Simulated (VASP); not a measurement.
Input of a VASP 6.6.1 run:

File INCAR:

```
SYSTEM = MnO
ALGO = Normal
EDIFF = 1E-6
ENCUT = 520
GGA = PS
ISIF = 2
ISMEAR = -1
ISPIN = 2
LASPH = .TRUE.
LCHARG = .FALSE.
LMAXMIX = 4
LORBIT = 11
LREAL = .FALSE.
LWAVE = .FALSE.
MAGMOM = 4 0
NBANDS = 20
NELM = 150
PREC = Accurate
SIGMA = 0.05
```

KPOINTS

```
k-points
0
G
  10 10 10
  0 0 0
```

POSCAR

```
MnO
1.0
    0.0000000000      2.2531730023      2.2531730023
    2.2531730023      0.0000000000      2.2531730023
    2.2531730023      2.2531730023      0.0000000000
Mn O
1 1
Direct
    0.0000000000      0.0000000000      0.0000000000
    0.5000000000      0.5000000000      0.5000000000
```

Potentials or basis: VASP PAW PBE potentials, release 64 (Mn_pv, O).

Launch:

```console
$ cat potpaw_PBE.64/Mn_pv/POTCAR potpaw_PBE.64/O/POTCAR > POTCAR
$ mpirun -np 1 vasp_std > vasp.out
```

**Question.** Predict the net moment.

**Answer.** 4.82 μB per cell.

**Question.** What does it give for the site moments?

**Answer.** Mn +4.37; O +0.20 μB.

Caveat: a cell with one magnetic atom can't hold antiferromagnetic order, which such compounds often take.
